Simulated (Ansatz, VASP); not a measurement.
## Two plane-wave programs on AlGa3N4

The input INCAR:

```
PREC = Accurate
ENCUT = 520
EDIFF = 1E-6
ISMEAR = 0
SIGMA = 0.02
LREAL = F
LASPH = T
NELM = 100
ALGO = Normal
ISIF = 2
LWAVE = F
LCHARG = F
GGA = PS
NBANDS = 41
```

Contents of KPOINTS:

```
Automatic mesh
0
Gamma
  6 8 6
```

The input POSCAR:

```
AlGa3N4
1.0
    5.1423511994      0.0000000000      0.0000000000
    0.0000000000      3.1649848000      0.0000000000
   -0.0034562398      0.0000000000      5.4784942199
Al Ga N
1 3 4
Direct
    0.0006034217      0.5000000000      0.6673576242
    0.4991167032      0.5000000000      0.3349195796
    0.4990273850      0.0000000000      0.8315569997
    0.9998617817      0.0000000000      0.1661805294
    0.1196687535      0.5000000000      0.3400974164
    0.1176459792      0.0000000000      0.8263760592
    0.6204436396      0.0000000000      0.1662162867
    0.6312323461      0.5000000000      0.6672965048
```

Input for Ansatz:

```yaml
crystal:
  lattice:
    - [5.1423511994, 0.0, 0.0]
    - [0.0, 3.1649848, 0.0]
    - [-0.0034562398, 0.0, 5.4784942199]
  atoms:
    - { symbol: Al, position: [0.0006034217, 0.5, 0.6673576242] }
    - { symbol: Ga, position: [0.4991167032, 0.5, 0.3349195796] }
    - { symbol: Ga, position: [0.499027385, 0.0, 0.8315569997] }
    - { symbol: Ga, position: [0.9998617817, 0.0, 0.1661805294] }
    - { symbol: "N", position: [0.1196687535, 0.5, 0.3400974164] }
    - { symbol: "N", position: [0.1176459792, 0.0, 0.8263760592] }
    - { symbol: "N", position: [0.6204436396, 0.0, 0.1662162867] }
    - { symbol: "N", position: [0.6312323461, 0.5, 0.6672965048] }
basis:
  ecutwfc: 420
kpoints:
  mp_grid: { grid: [6, 8, 6] }
hamiltonian:
  xc: pbesol
scf:
  occupations: { method: gaussian, width: 0.02 }
output:
  forces: true
  stress: true
  eigenvalues: true
```

Alike in both runs: task single point; functional PBEsol; k mesh 6 × 8 × 6; occupations gaussian, width 0.02 eV; no spin polarisation.

```csv
,VASP,Ansatz
version,VASP 6.6.1,Ansatz 0.2.0
potentials or method,"VASP PAW PBE potentials, release 64 (Al, Ga_d, N), cutoff 520 eV","scalar-relativistic, plane waves, PAW"
valence electrons in the cell,62,62
```

|  | VASP | Ansatz | Ansatz less VASP |
| --- | --- | --- | --- |
| gap on the k mesh at the Fermi level (eV) | 2.38 | 2.36 | -0.018 |
| least direct gap on the mesh (eV) | 2.38 | 2.36 | -0.018 |
| pressure (GPa) | -0.1 | 0.0 | +0.14 |
| rms of the force components (eV/Å) | 0.004 | 0.002 | -0.0026 |

VASP's potentials were made for PBE, not for PBEsol. Atom by atom the forces differ by 0.004 eV/Å (rms over components). The functional is the same, so the differences come from potentials, cutoffs and numerics.
